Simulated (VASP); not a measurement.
A run of VASP 6.6.1:

The input INCAR:

```
SYSTEM = BN
  ALGO = Normal
  EDIFF = 1E-6
  ENCUT = 600
  GGA_COMPAT = .FALSE.
  ISIF = 2
  ISMEAR = 0
  LASPH = .TRUE.
  LCHARG = .FALSE.
  LREAL = .FALSE.
  LWAVE = .FALSE.
  NBANDS = 11
  NELM = 120
  PREC = Accurate
  SIGMA = 0.01
```

The input KPOINTS:

```
k-points
0
G
  8 8 8
  0 0 0
```

POSCAR

```
BN
1.0
    0.0000000000      1.7458259350      1.7458259350
    1.7458259350      0.0000000000      1.7458259350
    1.7458259350      1.7458259350      0.0000000000
B N
1 1
Direct
    0.0000000000      0.0000000000      0.0000000000
    0.5000000000      0.5000000000      0.5000000000
```

Potentials or basis: VASP PAW LDA potentials, release 64 (B, N).

Run with:

```bash
$ cat potpaw_LDA.64/B/POTCAR potpaw_LDA.64/N/POTCAR > POTCAR
$ mpirun -np 1 vasp_std > vasp.out
```

Hardware: 1 thread of Intel(R) Xeon(R) Platinum 8259CL CPU @ 2.50GHz (Skylake/Cascade Lake) (shared host).

Question: Estimate the wall time of this run.

Answer: It took 7.2 s on 1 thread of Intel(R) Xeon(R) Platinum 8259CL CPU @ 2.50GHz (Skylake/Cascade Lake) (shared host), peak memory 0.11 GiB. Counts: scf iterations 11, k points 29.
